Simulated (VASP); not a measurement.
A run of VASP 6.6.1 is set up as follows.

Contents of INCAR:

```
PREC = Accurate
ENCUT = 520
EDIFF = 1E-6
ISMEAR = -1
SIGMA = 0.03
LREAL = False
LASPH = True
NELM = 80
ALGO = Normal
ISIF = 2
LWAVE = False
LCHARG = True
LELF = True
LVHAR = True
NBANDS = 17
```

Contents of KPOINTS:

```
Automatic mesh
0
Gamma
  10 10 10
```

Contents of POSCAR:

```
TePb
1.0
    0.0000000000      3.2270000000      3.2270000000
    3.2270000000      0.0000000000      3.2270000000
    3.2270000000      3.2270000000      0.0000000000
Te Pb
1 1
Direct
    0.5000000000      0.5000000000      0.5000000000
    0.0000000000      0.0000000000      0.0000000000
```

Potentials or basis: VASP PAW LDA potentials, release 64 (Te, Pb_d).

Command:

```bash
$ cat potpaw_LDA.64/Te/POTCAR potpaw_LDA.64/Pb_d/POTCAR > POTCAR
$ mpirun -np 1 vasp_std > vasp.out
```

**Question.** Estimate the band gap on the k mesh.

**Answer.** 0.63 eV.

**Question.** What does it give for the pressure?

**Answer.** -1.5 GPa.

Caveat: spin-orbit coupling is left out, which moves the levels of the heavy elements. A k mesh can miss the band edges.
